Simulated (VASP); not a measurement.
Set up this calculation in VASP 6.6.1, as the native input.

| Property | Result |
| --- | --- |
| Task | single point |
| Functional | PBE |
| Potentials or basis | VASP PAW PBE potentials, release 64 (Zn, O) |
| Cutoff | 520 eV |
| k mesh | 9 × 9 × 4 |
| Occupations | fermi-dirac, width 0.05 eV |
| Spin | no spin polarisation |
| Dipole correction | no |
| Further INCAR settings | ALGO = Normal; EDIFF = 1e-06; NBANDS = 26 |

The structure of ZnO lies in POSCAR:

```
ZnO
1.0
    3.3312348463      0.0000000000      0.0000000000
   -1.6656174231      2.8849340028      0.0000000000
    0.0000000000      0.0000000000      7.2242737071
Zn O
2 2
Direct
    0.0000000000      0.0000000000      0.2500000000
    0.0000000000      0.0000000000      0.7500000000
    0.6666666667      0.3333333333      0.7500000000
    0.3333333333      0.6666666667      0.2500000000
```

One way to write it, as run:

INCAR

```
SYSTEM = ZnO
  PREC = Accurate
  ENCUT = 520
  EDIFF = 1E-6
  ISMEAR = -1
  SIGMA = 0.05
  LREAL = .False.
  LASPH = .True.
  NELM = 100
  ALGO = Normal
  ISIF = 2
  LWAVE = .False.
  LCHARG = .True.
  GGA = PE
  LELF = .True.
  LVHAR = .True.
  NBANDS = 26
```

KPOINTS

```
regular mesh
0
Gamma
  9 9 4
  0 0 0
```

Potentials or basis: VASP PAW PBE potentials, release 64 (Zn, O).

Command:

```sh
$ cat potpaw_PBE.64/Zn/POTCAR potpaw_PBE.64/O/POTCAR > POTCAR
$ mpirun -np 1 vasp_std > vasp.out
```

It gave:

```
Pressure               : -3.2 GPa
Band gap on the k mesh : 0.82 eV, direct
```

Run time: 44 s on 1 thread of Intel(R) Xeon(R) Platinum 8559C (Emerald Rapids), on a shared host, peak memory 0.22 GiB.
